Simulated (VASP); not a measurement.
# MgO (P6_3/mmc) in VASP: dielectric tensor with r2SCAN

Aim: the dielectric tensor of MgO with r2SCAN.

All numbers are computed with VASP 6.6.1; they aren't measurements. Logs are shortened: lines on timing, memory, paths and dates and some standing lists are left out, and cuts for length are marked.

### Step 1. The cell of the first run

It takes space group P6_3/mmc (No. 194, hexagonal). Conventional cell: a = 3.484 Å, b = 3.484 Å, c = 4.185 Å, α = 90.00°, β = 90.00°, γ = 120.00°. Within 2.7 Å of Mg (site symmetry -6m2) lie 5 O at 2.01 to 2.09 Å. Within 2.7 Å of O (site symmetry -6m2) lie 5 Mg at 2.01 to 2.09 Å.

### Step 2. Dielectric tensor, r2SCAN

Input file INCAR:

```
ALGO     = Normal         # electronic algorithm
EDIFF    = 1E-8           # SCF threshold, eV
ENCUT    = 520            # plane-wave cutoff, eV
ISIF     = 2              # what is computed and relaxed
ISMEAR   = 0              # smearing method
LASPH    = True           # aspherical terms in the spheres
LCALCEPS = True         
LCHARG   = False          # write CHGCAR
LMIXTAU  = True         
LREAL    = False          # projectors in reciprocal space
LWAVE    = False          # write WAVECAR
METAGGA  = R2SCAN         # meta-GGA
NELM     = 100            # most SCF steps
PREC     = Accurate       # precision mode
SIGMA    = 0.01           # smearing width, eV
```

Input file KPOINTS:

```
k-points
0
Gamma
  9 9 6
```

Input file POSCAR:

```
MgO
1.0
    3.4840197800      0.0000000000      0.0000000000
   -1.7420098900      3.0172496368      0.0000000000
    0.0000000000      0.0000000000      4.1853204555
Mg O
2 2
Direct
    0.3333333333      0.6666666667      0.2500000000
    0.6666666667      0.3333333333      0.7500000000
    0.6666666667      0.3333333333      0.2500000000
    0.3333333333      0.6666666667      0.7500000000
```

Potentials or basis: VASP PAW PBE potentials, release 64 (Mg, O).

Command:

```console
$ cat potpaw_PBE.64/Mg/POTCAR potpaw_PBE.64/O/POTCAR > POTCAR
$ mpirun -np 1 vasp_std > vasp.out
```

OUTCAR:

```text
EDIFF = 1E-8
   ENCUT = 520
   ISIF = 2
   ISMEAR = 0
   LASPH = True
   LREAL = False
   METAGGA = R2SCAN
   NELM = 100
   PREC = Accurate

 ion  position               nearest neighbor table
   1  0.333  0.667  0.250-   3 2.01   3 2.01   3 2.01   4 2.09   4 2.09   2 2.90   2 2.90   2 2.90
                             2 2.90   2 2.90   2 2.90
   2  0.667  0.333  0.750-   4 2.01   4 2.01   4 2.01   3 2.09   3 2.09   1 2.90   1 2.90   1 2.90
                             1 2.90   1 2.90   1 2.90
   3  0.667  0.333  0.250-   1 2.01   1 2.01   1 2.01   2 2.09   2 2.09
   4  0.333  0.667  0.750-   2 2.01   2 2.01   2 2.01   1 2.09   1 2.09

  LATTYP: Found a hexagonal cell.
 ALAT       =     3.4840197800
 C/A-ratio  =     1.2012906699

  Lattice vectors:

 A1 = (   3.4840197800,   0.0000000000,   0.0000000000)
 A2 = (  -1.7420098900,   3.0172496368,   0.0000000000)
 A3 = (   0.0000000000,   0.0000000000,   4.1853204555)

Analysis of symmetry for initial positions (statically):
=====================================================================
 Subroutine PRICEL returns:
 Original cell was already a primitive cell.

 Routine SETGRP: Setting up the symmetry group for a
 hexagonal supercell.

 Subroutine GETGRP returns: Found 24 space group operations
 (whereof 12 operations were pure point group operations)
 out of a pool of 24 trial point group operations.

The static configuration has the point symmetry D_3d.
 The point group associated with its full space group is D_6h.

Analysis of symmetry for dynamics (positions and initial velocities):
=====================================================================
 Subroutine PRICEL returns:
 Original cell was already a primitive cell.

 Routine SETGRP: Setting up the symmetry group for a
 hexagonal supercell.

 Subroutine GETGRP returns: Found 24 space group operations
 (whereof 12 operations were pure point group operations)
 out of a pool of 24 trial point group operations.

The dynamic configuration has the point symmetry D_3d.
 The point group associated with its full space group is D_6h.

 Subroutine INISYM returns: Found 24 space group operations
 (whereof 12 operations are pure point group operations),
 and found     1 'primitive' translations

----------------------------------------------------------------------------------------

                                     Primitive cell

  volume of cell :      43.9967

  direct lattice vectors                    reciprocal lattice vectors
     3.484019780  0.000000000  0.000000000     0.287024777  0.165713832  0.000000000
    -1.742009890  3.017249637  0.000000000     0.000000000  0.331427664  0.000000000
     0.000000000  0.000000000  4.185320456     0.000000000  0.000000000  0.238930331

  length of vectors
     3.484019780  3.484019780  4.185320456     0.331427664  0.331427664  0.238930331

  position of ions in fractional coordinates (direct lattice)
     0.333333333  0.666666667  0.250000000
     0.666666667  0.333333333  0.750000000
     0.666666667  0.333333333  0.250000000
     0.333333333  0.666666667  0.750000000

  ion indices of the primitive-cell ions
   primitive index   ion index
                 1           1
                 2           2
                 3           3
                 4           4

----------------------------------------------------------------------------------------

 KPOINTS: k-points

Automatic generation of k-mesh.
 Grid dimensions read from file:
 generate k-points for:    9    9    6

 Generating k-lattice:

  Cartesian coordinates                     Fractional coordinates (reciprocal lattice)
     0.031891642  0.018412648  0.000000000     0.111111111  0.000000000  0.000000000
     0.000000000  0.036825296  0.000000000     0.000000000  0.111111111  0.000000000
     0.000000000  0.000000000  0.039821722     0.000000000  0.000000000  0.166666667

  Length of vectors
     0.036825296  0.036825296  0.039821722

  Shift w.r.t. Gamma in fractional coordinates (k-lattice)
[... 55 lines left out ...]
   NSW    =      0    number of steps for IOM
   IBRION =     -1    ionic relax: 0-MD 1-quasi-New 2-CG
   NFREE  =      0    steps in history (QN), initial steepest desc. (CG)
   ISIF   =      2    stress and relaxation
   ISYM   =      2    0-nonsym 1-usesym 2-fastsym
   POTIM  = 0.5000    time-step for ionic-motion
   TEBEG  =    0.0;   TEEND  =   0.0 temperature during run
   PSTRESS=    0.0 pullay stress
   NELECT =      16.0000    total number of electrons
   NUPDOWN=      -1.0000    fix difference up-down
   EMIN   =  10.00;   EMAX   =-10.00  energy-range for DOS
   EFERMI =   0.00;   METHOD = LEGACY
   ISMEAR =     0;   SIGMA  =   0.01  broadening in eV -4-tet -1-fermi 0-gaus
   EFERMI_NEDOS =   21; number of points for ismear=-14 and -15
   IALGO  =     38    algorithm
   IMIX   =      4    mixing-type and parameters
     AMIX     =   0.40;   BMIX     =  1.00
     AMIX_MAG =   1.60;   BMIX_MAG =  1.00
  volume/ion in A,a.u.               =      11.00        74.23
  Fermi-wavevector in a.u.,A,eV,Ry     =   1.168534  2.208209 18.578366  1.365471
  Thomas-Fermi vector in A             =   2.305019
   LORBIT       =      0    0 simple, 1 ext, 2 COOP (PROOUT), +10 PAW based schemes
   METAGGA = R2SCAN    functional components
   LHFCALC =     F    Hartree Fock is set to
   AEXX    =    0.0000 exact exchange contribution
   IVDW    =     0    specifies the selected vdW correction
   LEPSILON=     F    determine dielectric tensor
   LRPA    =     F    only Hartree local field effects (RPA)
   LRPA       =     F
 non-spin polarized calculation
 Gauss-broadening in eV      SIGMA  =   0.01
  energy-cutoff  :      520.00
  volume of cell :       44.00
 maximum number of plane-waves:      1204
 NGX is ok and might be reduce to    28
   NGX = 13   NGY = 13   NGZ = 15

 number of electron      15.9999998 magnetization

 Free energy of the ion-electron system (eV)
  ---------------------------------------------------
  ext. energy  EPLUGINS =         0.00000000
  ---------------------------------------------------
  free energy    TOTEN  =       -32.06986717 eV

  energy without entropy =      -32.06986717  energy(sigma->0) =      -32.06986717

 E-fermi :   1.6419     XC(G=0): -10.5612

 val. band max:        1.5960696586   @ k =   0.0000   0.0000   0.0000
 cond. band min:   10000.0000000000   @ k =   0.0000   0.0000   0.0000
 fundamental gap:   9998.4039303414
 Fermi energy:         1.6419190764

 k-point     1 :       0.0000    0.0000    0.0000
  band No.  band energies     occupation
      1     -16.2964      2.00000
      2     -14.9330      2.00000
      3      -2.0853      2.00000
      4      -0.1708      2.00000
      5      -0.1708      2.00000
      6       0.7596      2.00000
      7       0.7596      2.00000
      8       1.5961      2.00000
      9   10000.0000      0.00000
     10   10000.0000      0.00000
     11   10000.0000      0.00000
     12   10000.0000      0.00000
[... 331 lines left out ...]
 k-point    24 :       0.3333    0.3333    0.1667
  band No.  band energies     occupation
      1     -15.3572      2.00000
      2     -15.3572      2.00000
      3      -1.9278      2.00000
      4      -1.2229      2.00000
      5      -1.2229      2.00000
      6       0.4013      2.00000
      7       0.4013      2.00000
      8       0.4272      2.00000
      9   10000.0000      0.00000
     10   10000.0000      0.00000
     11   10000.0000      0.00000
     12   10000.0000      0.00000

 [... further k-points ...]

------------------------ aborting loop because EDIFF is reached ----------------------------------------

            Ionic dipole moment: p[ion]=(     0.00000     0.00000     0.00000 ) |e| Angst

 Total electronic dipole moment: p[elc]=(     0.00000    -0.00000     0.00431 ) |e| Angst

 MACROSCOPIC STATIC DIELECTRIC TENSOR (including local field effects)
 ------------------------------------------------------
           2.769350    -0.000000    -0.000000
           0.000000     2.769350     0.000000
           0.000000     0.000000     2.773676
 ------------------------------------------------------

 PIEZOELECTRIC TENSOR (including local field effects) (e Angst)
          XX          YY          ZZ          XY          YZ          ZX
  --------------------------------------------------------------------------------
  x     0.00000     0.00000     0.00000     0.00000     0.00000     0.00000
  y     0.00000     0.00000     0.00000     0.00000     0.00000     0.00000
  z     0.00000     0.00000     0.00000     0.00000     0.00000     0.00000

 PIEZOELECTRIC TENSOR (including local field effects) (C/m^2)
          XX          YY          ZZ          XY          YZ          ZX
  --------------------------------------------------------------------------------
  x     0.00000     0.00000     0.00000     0.00000     0.00000     0.00000
  y     0.00000     0.00000     0.00000     0.00000     0.00000     0.00000
  z     0.00000     0.00000     0.00000     0.00000     0.00000     0.00000

 BORN EFFECTIVE CHARGES (including local field effects) (in |e|, cummulative output)
 ---------------------------------------------------------------------------------
 ion    1
    1     1.77405     0.00000     0.00000
    2     0.00000     1.77405     0.00000
    3     0.00000     0.00000     1.99384
 ion    2
    1     1.77405    -0.00000     0.00000
    2     0.00000     1.77405     0.00000
    3     0.00000     0.00000     1.99384
 ion    3
    1    -1.77405     0.00000     0.00000
    2     0.00000    -1.77405     0.00000
    3     0.00000     0.00000    -1.99384
 ion    4
    1    -1.77405     0.00000     0.00000
    2     0.00000    -1.77405     0.00000
    3     0.00000     0.00000    -1.99384

  FORCE on cell =-STRESS in cart. coord.  units (eV):
  Direction    XX          YY          ZZ          XY          YZ          ZX
  --------------------------------------------------------------------------------------
  -------------------------------------------------------------------------------------
  Total       -0.1842776     -0.1842776     -0.2664534      0.0000000      0.0000000      0.0000000
  in kB       -6.7106171     -6.7106171     -9.7031180      0.0000000      0.0000000      0.0000000
  external PRESSURE =      -7.7081174 kB  Pullay stress =       0.0000000 kB

 VOLUME and BASIS-vectors are now :
 -----------------------------------------------------------------------------
  energy-cutoff  :      520.00
  volume of cell :       44.00
      direct lattice vectors                 reciprocal lattice vectors
     3.484019780  0.000000000  0.000000000     0.287024777  0.165713832  0.000000000
    -1.742009890  3.017249637  0.000000000     0.000000000  0.331427664  0.000000000
     0.000000000  0.000000000  4.185320456     0.000000000  0.000000000  0.238930331

 POSITION                                       TOTAL-FORCE (eV/Angst)
 -----------------------------------------------------------------------------------
     -0.00000      2.01150      1.04633        -0.000000      0.000000      0.000000
      1.74201      1.00575      3.13899         0.000000     -0.000000      0.000000
      1.74201      1.00575      1.04633        -0.000000     -0.000000      0.000000
     -0.00000      2.01150      3.13899         0.000000     -0.000000      0.000000
 -----------------------------------------------------------------------------------
    total drift:                                0.000000     -0.000000      0.000000

  FREE ENERGIE OF THE ION-ELECTRON SYSTEM (eV)
  ---------------------------------------------------
  free  energy   TOTEN  =       -32.0698671715 eV

  energy  without entropy=      -32.0698671715  energy(sigma->0) =      -32.06986717
```

Wall time 25 min (1 thread of Intel Xeon 6975P-C (Granite Rapids), shared host); peak memory 0.48 GiB.

Results:

* Band gap on the k mesh: 4.08 eV
* Electronic dielectric tensor (diagonal): 2.77
* Born charges (mean of the diagonal): Mg +1.85; O -1.85 e

Levels at points of the mesh, in eV from the valence-band top:
| k point | band 4 | band 5 | band 6 | band 7 | band 8 | band 9 | band 10 | band 11 | band 12 |
| --- | --- | --- | --- | --- | --- | --- | --- | --- | --- |
| (0.00, 0.00, 0.00) | -1.77 | -1.77 | -0.84 | -0.84 | 0.00 | 4.08 | 10.38 | 13.16 | 13.47 |
| (0.00, 0.00, 0.50) | -2.42 | -1.32 | -1.32 | -1.32 | -1.32 | 7.14 | 7.14 | 13.85 | 13.85 |

Electronic dielectric tensor:
```
2.77 0.00 0.00
0.00 2.77 0.00
0.00 0.00 2.77
```

Born effective charge tensors (e):
atom 1, Mg
```
1.77 0.00 0.00
0.00 1.77 0.00
0.00 0.00 1.99
```
atom 2, Mg
```
1.77 0.00 0.00
0.00 1.77 0.00
0.00 0.00 1.99
```
atom 3, O
```
-1.77  0.00  0.00
 0.00 -1.77  0.00
 0.00  0.00 -1.99
```
atom 4, O
```
-1.77  0.00  0.00
 0.00 -1.77  0.00
 0.00  0.00 -1.99
```

Dipole moments of the cell (e·Å, modulo the quantum): ionic 0.000, 0.000, 0.000; electronic 0.000, 0.000, 0.004

Caveat: the PAW data sets were made with another functional, which shifts forces and pressure a little.
